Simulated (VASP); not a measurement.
Set up this calculation in VASP 6.6.1, as the native input.

```
Task                   : single point
Functional             : LDA
Potentials or basis    : VASP PAW LDA potentials, release 64 (Sr_sv)
Cutoff                 : 520 eV
k mesh                 : 6 × 6 × 8
Occupations            : fermi-dirac, width 0.1 eV
Spin                   : no spin polarisation
Dipole correction      : no
Further INCAR settings : ALGO = Normal; EDIFF = 1e-06; NBANDS = 22
```

The structure of Sr lies in POSCAR:

```
Sr
1.0
    6.5527603107      0.0000000000      0.0000000000
   -3.2763801553      5.6748568939      0.0000000000
    0.0000000000      0.0000000000      3.8909450713
Sr
3
Direct
    0.0000000000      0.0000000000      0.0000000000
    0.3333333333      0.6666666667      0.5000000000
    0.6666666667      0.3333333333      0.5000000000
```

This isn't the form of Sr at room conditions, which is fcc.

One way to write it, as run:

INCAR

```
  ALGO = Normal
  EDIFF = 1E-6
  ENCUT = 520
  ISIF = 2
  ISMEAR = -1
  LASPH = T
  LCHARG = T
  LELF = T
  LREAL = F
  LVHAR = T
  LWAVE = F
  NBANDS = 22
  NELM = 100
  PREC = Accurate
  SIGMA = 0.1
```

KPOINTS

```
k-points
0
Gamma
  6 6 8
```

Potentials or basis: VASP PAW LDA potentials, release 64 (Sr_sv).

The run is started by

```bash
$ cat potpaw_LDA.64/Sr_sv/POTCAR > POTCAR
$ mpirun -np 1 vasp_std > vasp.out
```

It gave:

```json
{
  "Pressure": "0.1 GPa",
  "Band gap on the k mesh": "zero (bands 15 and 16 overlap by 0.37 eV)"
}
```

Wall time 84 s on 1 thread of Intel(R) Xeon(R) Platinum 8488C (Sapphire Rapids), with other jobs on the host, peak memory 0.25 GiB.
